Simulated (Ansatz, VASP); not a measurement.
## Two plane-wave programs on TiTe2

The input INCAR:

```
PREC = Accurate
ENCUT = 520
EDIFF = 1E-6
ISMEAR = 0
SIGMA = 0.15
LREAL = False
LASPH = True
NELM = 100
ALGO = Normal
ISIF = 2
LWAVE = False
LCHARG = False
GGA = PE
NBANDS = 19
```

The input KPOINTS:

```
regular mesh
0
Gamma
  12 12 8
```

File POSCAR:

```
TiTe2
1.0
    3.7770008876      0.0000000000      0.0000000000
   -1.8885004438      3.2709787188      0.0000000000
    0.0000000000      0.0000000000      6.4980000000
Ti Te
1 2
Direct
   -0.0105305139     -0.0210610278      0.0083022572
    0.6666666667      0.3333333333      0.2628000000
    0.3333333333      0.6666666667      0.7372000000
```

Input for Ansatz:

```yaml
crystal:
  lattice:
    - [3.7770008876, 0.0, 0.0]
    - [-1.8885004438, 3.2709787188, 0.0]
    - [0.0, 0.0, 6.498]
  atoms:
    - { symbol: Ti, position: [-0.0105305139, -0.0210610278, 0.0083022572] }
    - { symbol: Te, position: [0.6666666667, 0.3333333333, 0.2628] }
    - { symbol: Te, position: [0.3333333333, 0.6666666667, 0.7372] }
basis:
  ecutwfc: 420
kpoints:
  mp_grid: { grid: [12, 12, 8] }
hamiltonian:
  xc: pbe
scf:
  occupations: { method: gaussian, width: 0.15 }
output:
  forces: true
  stress: true
  eigenvalues: true
```

Change from the starting cell: all Ti atoms moved +0.087 Å, as atom 1 towards its neighbour atom 2 (Te) at 2.770 Å.

Alike in both runs: task single point; functional PBE; k mesh 12 × 12 × 8; occupations gaussian, width 0.15 eV; no spin polarisation.

```csv
,VASP,Ansatz
version,VASP 6.6.1,Ansatz 0.2.0
potentials or method,"VASP PAW PBE potentials, release 64 (Ti_sv, Te), cutoff 520 eV","scalar-relativistic, plane waves, PAW"
valence electrons in the cell,24,44
```

|  | VASP | Ansatz | Ansatz less VASP |
| --- | --- | --- | --- |
| gap on the k mesh at the Fermi level (eV) | none | none | - |
| pressure (GPa) | 1.1 | 1.1 | +0.02 |
| traceless stress, the component that is largest in VASP (GPa) | 0.64 | 0.64 | -0.004 |
| rms of the force components (eV/Å) | 0.268 | 0.267 | -0.0010 |

Atom by atom the forces differ by 0.005 eV/Å (rms over components). A gap of «none» marks a metal or a gap that the smearing closes. VASP's potentials hold 24 valence electrons a cell and Ansatz's 44, so a difference there can come from the potentials and not from the codes.

Spin-orbit coupling is off throughout.
